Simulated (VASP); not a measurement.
# InSb (F-43m) in VASP: notebook

InSb is run at these levels: LDA; tasks: single point.

Everything below comes from runs of VASP 6.6.1. Logs are shortened: lines on timing, memory, paths and dates and some standing lists are left out, and cuts for length are marked.

### 1 The cell of the first run

It takes space group F-43m (No. 216, cubic). Conventional cell: a = 6.457 Å, b = 6.457 Å, c = 6.457 Å, α = 90.00°, β = 90.00°, γ = 90.00°. Within 3.7 Å of In (site symmetry -43m) lie 4 Sb at 2.80 Å. Within 3.7 Å of Sb (site symmetry -43m) lie 4 In at 2.80 Å.

### 2 Single point, LDA (volume scaled by 0.99)

Contents of INCAR:

```
SYSTEM = InSb
ALGO     = Normal         ! electronic algorithm
EDIFF    = 1E-6           ! SCF threshold, eV
ENCUT    = 520            ! plane-wave cutoff, eV
ISIF     = 2              ! what is computed and relaxed
ISMEAR   = -1             ! smearing method
LASPH    = .TRUE.         ! aspherical terms in the spheres
LCHARG   = .FALSE.        ! write CHGCAR
LREAL    = .FALSE.        ! projectors in reciprocal space
LWAVE    = .FALSE.        ! write WAVECAR
NBANDS   = 16             ! bands
NELM     = 80             ! most SCF steps
PREC     = Accurate       ! precision mode
SIGMA    = 0.03           ! smearing width, eV
```

Contents of KPOINTS:

```
k-points
0
G
  10 10 10
  0 0 0
```

Contents of POSCAR:

```
InSb
1.0
    0.0000000000      3.2282668087      3.2282668087
    3.2282668087      0.0000000000      3.2282668087
    3.2282668087      3.2282668087      0.0000000000
In Sb
1 1
Direct
    0.0000000000      0.0000000000      0.0000000000
    0.7500000000      0.7500000000      0.7500000000
```

Potentials or basis: VASP PAW LDA potentials, release 64 (In_d, Sb).

Started as:

```sh
> cat potpaw_LDA.64/In_d/POTCAR potpaw_LDA.64/Sb/POTCAR > POTCAR
> mpirun -np 1 vasp_std > vasp.out
```

OUTCAR:

```text
SYSTEM = InSb
   EDIFF = 1E-6
   ENCUT = 520
   ISIF = 2
   ISMEAR = -1
   LASPH = .TRUE.
   LREAL = .FALSE.
   NELM = 80
   PREC = Accurate

 ion  position               nearest neighbor table
   1  0.000  0.000  0.000-   2 2.80   2 2.80   2 2.80   2 2.80
   2  0.750  0.750  0.750-   1 2.80   1 2.80   1 2.80   1 2.80

  LATTYP: Found a face centered cubic cell.
 ALAT       =     6.4565336174

  Lattice vectors:

 A1 = (   0.0000000000,   3.2282668087,   3.2282668087)
 A2 = (   3.2282668087,   0.0000000000,   3.2282668087)
 A3 = (   3.2282668087,   3.2282668087,   0.0000000000)

Analysis of symmetry for initial positions (statically):
=====================================================================
 Subroutine PRICEL returns:
 Original cell was already a primitive cell.

 Routine SETGRP: Setting up the symmetry group for a
 face centered cubic supercell.

 Subroutine GETGRP returns: Found 24 space group operations
 (whereof 24 operations were pure point group operations)
 out of a pool of 48 trial point group operations.

The static configuration has the point symmetry T_d .

Analysis of symmetry for dynamics (positions and initial velocities):
=====================================================================
 Subroutine PRICEL returns:
 Original cell was already a primitive cell.

 Routine SETGRP: Setting up the symmetry group for a
 face centered cubic supercell.

 Subroutine GETGRP returns: Found 24 space group operations
 (whereof 24 operations were pure point group operations)
 out of a pool of 48 trial point group operations.

The dynamic configuration has the point symmetry T_d .

 Subroutine INISYM returns: Found 24 space group operations
 (whereof 24 operations are pure point group operations),
 and found     1 'primitive' translations

----------------------------------------------------------------------------------------

                                     Primitive cell

  volume of cell :      67.2881

  direct lattice vectors                    reciprocal lattice vectors
     0.000000000  3.228266809  3.228266809    -0.154881870  0.154881870  0.154881870
     3.228266809  0.000000000  3.228266809     0.154881870 -0.154881870  0.154881870
     3.228266809  3.228266809  0.000000000     0.154881870  0.154881870 -0.154881870

  length of vectors
     4.565458704  4.565458704  4.565458704     0.268263268  0.268263268  0.268263268

  position of ions in fractional coordinates (direct lattice)
     0.000000000  0.000000000  0.000000000
     0.750000000  0.750000000  0.750000000

  ion indices of the primitive-cell ions
   primitive index   ion index
                 1           1
                 2           2

----------------------------------------------------------------------------------------

 KPOINTS: k-points

Automatic generation of k-mesh.
 Grid dimensions read from file:
 generate k-points for:   10   10   10

 Generating k-lattice:

  Cartesian coordinates                     Fractional coordinates (reciprocal lattice)
    -0.015488187  0.015488187  0.015488187     0.100000000  0.000000000  0.000000000
     0.015488187 -0.015488187  0.015488187     0.000000000  0.100000000  0.000000000
     0.015488187  0.015488187 -0.015488187     0.000000000  0.000000000  0.100000000

  Length of vectors
     0.026826327  0.026826327  0.026826327

  Shift w.r.t. Gamma in fractional coordinates (k-lattice)
     0.000000000  0.000000000  0.000000000

 Subroutine IBZKPT returns following result:
 ===========================================

 Found     47 irreducible k-points:

 Following reciprocal coordinates:
            Coordinates               Weight
  0.000000  0.000000  0.000000      1.000000
  0.100000  0.000000  0.000000      8.000000
  0.200000  0.000000  0.000000      8.000000
  0.300000  0.000000  0.000000      8.000000
  0.400000  0.000000  0.000000      8.000000
  0.500000  0.000000  0.000000      4.000000
[... 16 lines left out ...]
  0.300000  0.300000  0.000000      6.000000
  0.400000  0.300000  0.000000     24.000000
 [... further k-points ...]
   k-points           NKPTS =     47   k-points in BZ     NKDIM =     47   number of bands    NBANDS=     16
   number of dos      NEDOS =    301   number of ions     NIONS =      2
   total plane-waves  NPLWV =  46656
   dimension x,y,z NGX =    36 NGY =   36 NGZ =   36
   dimension x,y,z NGXF=    72 NGYF=   72 NGZF=   72
   ions per type =               1   1
   NGX,Y,Z   is equivalent  to a cutoff of  13.11, 13.11, 13.11 a.u.
   NGXF,Y,Z  is equivalent  to a cutoff of  26.22, 26.22, 26.22 a.u.
 SYSTEM =  InSb
   PREC   = accura    normal or accurate (medium, high low for compatibility)
   ISTART =      0    job   : 0-new  1-cont  2-samecut
   ICHARG =      2    charge: 1-file 2-atom 10-const
   ISPIN  =      1    spin polarized calculation?
   LNONCOLLINEAR =      F non collinear calculations
   LSORBIT =      F    spin-orbit coupling
   LASPH  =      T    aspherical Exc in radial PAW
   ENCUT  =  520.0 eV  38.22 Ry    6.18 a.u.   8.49  8.49  8.49*2*pi/ulx,y,z
   NELM   =     80;   NELMIN=  2; NELMDL= -5     # of ELM steps
   EDIFF  = 0.1E-05   stopping-criterion for ELM
   LREAL  =      F    real-space projection
   EDIFFG = 0.1E-04   stopping-criterion for IOM
   NSW    =      0    number of steps for IOM
   IBRION =     -1    ionic relax: 0-MD 1-quasi-New 2-CG
   NFREE  =      0    steps in history (QN), initial steepest desc. (CG)
   ISIF   =      2    stress and relaxation
   ISYM   =      2    0-nonsym 1-usesym 2-fastsym
   POTIM  = 0.5000    time-step for ionic-motion
   TEBEG  =    0.0;   TEEND  =   0.0 temperature during run
   PSTRESS=    0.0 pullay stress
   NELECT =      18.0000    total number of electrons
   NUPDOWN=      -1.0000    fix difference up-down
   EMIN   =  10.00;   EMAX   =-10.00  energy-range for DOS
   EFERMI =   0.00;   METHOD = LEGACY
   ISMEAR =    -1;   SIGMA  =   0.03  broadening in eV -4-tet -1-fermi 0-gaus
   EFERMI_NEDOS =   21; number of points for ismear=-14 and -15
   IALGO  =     38    algorithm
   IMIX   =      4    mixing-type and parameters
     AMIX     =   0.40;   BMIX     =  1.00
     AMIX_MAG =   1.60;   BMIX_MAG =  1.00
  volume/ion in A,a.u.               =      33.64       227.04
  Fermi-wavevector in a.u.,A,eV,Ry     =   1.054839  1.993357 15.139008  1.112686
  Thomas-Fermi vector in A             =   2.190015
   LORBIT       =      0    0 simple, 1 ext, 2 COOP (PROOUT), +10 PAW based schemes
   GGA     = CA    functional components
   LHFCALC =     F    Hartree Fock is set to
   AEXX    =    0.0000 exact exchange contribution
   IVDW    =     0    specifies the selected vdW correction
   LEPSILON=     F    determine dielectric tensor
   LRPA    =     F    only Hartree local field effects (RPA)
 non-spin polarized calculation
  energy-cutoff  :      520.00
  volume of cell :       67.29
 maximum number of plane-waves:      1837
 NGX is ok and might be reduce to    36
   NGX = 17   NGY = 17   NGZ = 17

 number of electron      17.9999995 magnetization

 Free energy of the ion-electron system (eV)
  ---------------------------------------------------
  ext. energy  EPLUGINS =         0.00000000
  ---------------------------------------------------
  free energy    TOTEN  =        -8.21567143 eV

  energy without entropy =       -8.21552820  energy(sigma->0) =       -8.21559981

 E-fermi :   5.0256     XC(G=0):  -9.0362

 val. band max:        5.0012342208   @ k =   0.0000   0.0000   0.0000
 cond. band min:       5.4401624310   @ k =   0.5000   0.0000   0.0000
 fundamental gap:      0.4389282102
 Fermi energy:         5.0256414956

 k-point     1 :       0.0000    0.0000    0.0000
  band No.  band energies     occupation
      1      -9.5799      2.00000
      2      -9.5799      2.00000
      3      -9.5799      2.00000
      4      -9.4897      2.00000
      5      -9.4897      2.00000
      6      -5.8383      2.00000
[... 8 lines left out ...]
     15      13.2821      0.00000
     16      13.2821      0.00000

 k-point     2 :       0.1000    0.0000    0.0000
  band No.  band energies     occupation
      1      -9.5850      2.00000
      2      -9.5777      2.00000
      3      -9.5777      2.00000
      4      -9.4899      2.00000
      5      -9.4899      2.00000
      6      -5.7455      2.00000
[... 8 lines left out ...]
     15      12.6098      0.00000
     16      12.6098      0.00000

 k-point     3 :       0.2000    0.0000    0.0000
  band No.  band energies     occupation
      1      -9.5982      2.00000
      2      -9.5721      2.00000
      3      -9.5721      2.00000
      4      -9.4901      2.00000
      5      -9.4901      2.00000
      6      -5.4777      2.00000
[... 8 lines left out ...]
     15      12.2166      0.00000
     16      12.2166      0.00000

 k-point     4 :       0.3000    0.0000    0.0000
  band No.  band energies     occupation
      1      -9.6143      2.00000
      2      -9.5658      2.00000
      3      -9.5658      2.00000
      4      -9.4896      2.00000
      5      -9.4896      2.00000
      6      -5.0756      2.00000
[... 8 lines left out ...]
     15      12.4687      0.00000
     16      12.4687      0.00000
[... 324 lines left out ...]
 k-point    22 :      -0.2000    0.2000    0.0000
  band No.  band energies     occupation
      1      -9.6207      2.00000
      2      -9.5632      2.00000
      3      -9.5601      2.00000
      4      -9.4927      2.00000
      5      -9.4887      2.00000
      6      -4.9343      2.00000
[... 8 lines left out ...]
     15      13.2325      0.00000
     16      13.7748      0.00000

 k-point    23 :       0.3000    0.3000    0.0000
  band No.  band energies     occupation
      1      -9.6388      2.00000
      2      -9.5496      2.00000
      3      -9.5496      2.00000
      4      -9.5026      2.00000
      5      -9.4836      2.00000
      6      -4.7993      2.00000
[... 8 lines left out ...]
     15      14.1482      0.00000
     16      14.5644      0.00000

 k-point    24 :       0.4000    0.3000    0.0000
  band No.  band energies     occupation
      1      -9.6487      2.00000
      2      -9.5449      2.00000
      3      -9.5439      2.00000
      4      -9.5044      2.00000
      5      -9.4828      2.00000
      6      -4.4447      2.00000
[... 8 lines left out ...]
     15      14.5739      0.00000
     16      14.9815      0.00000

 [... further k-points ...]

------------------------ aborting loop because EDIFF is reached ----------------------------------------

  FORCE on cell =-STRESS in cart. coord.  units (eV):
  Direction    XX          YY          ZZ          XY          YZ          ZX
  --------------------------------------------------------------------------------------
  -------------------------------------------------------------------------------------
  Total       -0.0249503     -0.0249503     -0.0249503     -0.0000000     -0.0000000     -0.0000000
  in kB       -0.5940841     -0.5940841     -0.5940841     -0.0000000     -0.0000000     -0.0000000
  external PRESSURE =      -0.5940841 kB  Pullay stress =       0.0000000 kB

 VOLUME and BASIS-vectors are now :
 -----------------------------------------------------------------------------
  energy-cutoff  :      520.00
  volume of cell :       67.29
      direct lattice vectors                 reciprocal lattice vectors
     0.000000000  3.228266809  3.228266809    -0.154881870  0.154881870  0.154881870
     3.228266809  0.000000000  3.228266809     0.154881870 -0.154881870  0.154881870
     3.228266809  3.228266809  0.000000000     0.154881870  0.154881870 -0.154881870

 POSITION                                       TOTAL-FORCE (eV/Angst)
 -----------------------------------------------------------------------------------
      0.00000      0.00000      0.00000         0.000000     -0.000000     -0.000000
      4.84240      4.84240      4.84240        -0.000000      0.000000      0.000000
 -----------------------------------------------------------------------------------
    total drift:                                0.000000      0.000000      0.000000

  FREE ENERGIE OF THE ION-ELECTRON SYSTEM (eV)
  ---------------------------------------------------
  free  energy   TOTEN  =        -8.2156714267 eV

  energy  without entropy=       -8.2155281971  energy(sigma->0) =       -8.21559981
```

Run time: 62 s. Hardware: 1 thread of Intel Xeon Platinum 8259CL at 2.50GHz (Skylake/Cascade Lake), shared host; peak memory 0.2 GiB.

Results:

- Free energy: -8.2157 eV
- Pressure: -0.1 GPa
- Band gap on the k mesh: zero (filled and empty bands touch)

Caveat: spin-orbit coupling is left out, which moves the levels of the heavy elements.

### 3 Single point, LDA (volume scaled by 1.01)

Contents of INCAR:

```
SYSTEM = InSb
  ALGO = Normal
  EDIFF = 1E-6
  ENCUT = 520
  ISIF = 2
  ISMEAR = -1
  LASPH = .True.
  LCHARG = .False.
  LREAL = .False.
  LWAVE = .False.
  NBANDS = 16
  NELM = 80
  PREC = Accurate
  SIGMA = 0.03
```

Contents of KPOINTS:

```
k-points
0
Gamma
  10 10 10
  0 0 0
```

Contents of POSCAR:

```
InSb
1.0
    0.0000000000      3.2498612086      3.2498612086
    3.2498612086      0.0000000000      3.2498612086
    3.2498612086      3.2498612086      0.0000000000
In Sb
1 1
Direct
    0.0000000000      0.0000000000      0.0000000000
    0.7500000000      0.7500000000      0.7500000000
```

Potentials or basis: VASP PAW LDA potentials, release 64 (In_d, Sb).

Started as:

```sh
> cat potpaw_LDA.64/In_d/POTCAR potpaw_LDA.64/Sb/POTCAR > POTCAR
> mpirun -np 1 vasp_std > vasp.out
```

Wall time 64 s (1 thread of Intel Xeon Platinum 8259CL at 2.50GHz (Skylake/Cascade Lake), shared host); peak memory 0.2 GiB.

It converged, with:

- Free energy: -8.2116 eV
- Pressure: -0.9 GPa
- Band gap on the k mesh: zero (filled and empty bands touch)

Levels at points of the mesh, in eV from the Fermi level:
```
           k point  band 5  band 6  band 7  band 8  band 9  band 10  band 11  band 12  band 13  band 14
(0.00, 0.00, 0.00)  -14.48  -10.74   -0.45   -0.03   -0.03    -0.03     2.89     2.89     2.89     5.50
(0.50, 0.00, 0.00)  -14.48   -9.39   -5.66   -1.02   -1.02     0.38     3.74     3.74     5.92     8.04
(0.50, 0.50, 0.00)  -14.47   -8.79   -5.96   -2.27   -2.27     1.23     1.24     7.96     7.96     8.56
```

Caveat: spin-orbit coupling is left out, which moves the levels of the heavy elements.
